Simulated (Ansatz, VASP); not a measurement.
## Nb: VASP beside Ansatz

```
CELL_PARAMETERS angstrom
0.00000 2.11500 2.11500
2.11500 0.00000 2.11500
2.11500 2.11500 0.00000
ATOMIC_POSITIONS crystal
Nb 0.00000 0.00000 0.00000
```

Alike in both runs: functional PBE; k mesh 8 × 8 × 8; occupations fermi-dirac, width 0.05 eV; non-collinear spin, spin-orbit coupling.

|  | VASP | Ansatz |
| --- | --- | --- |
| version | VASP 6.6.1 | Ansatz 0.2.0 |
| potentials or method | VASP PAW PBE potentials, release 64 (Nb_sv) | Ansatz PAW |
| plane-wave cutoff (eV) | 520 | 420 |
| valence electrons in the cell | 13 | 13 |
| task | single point | band structure |

|  | VASP | Ansatz | Ansatz less VASP |
| --- | --- | --- | --- |
| pressure (GPa) | -2.1 | -1.8 | +0.34 |
| net moment per atom (μB) | 0.00 | 0.00 | 0.000 |

With one functional, cell and mesh, what is left measures potentials, basis and numerics.
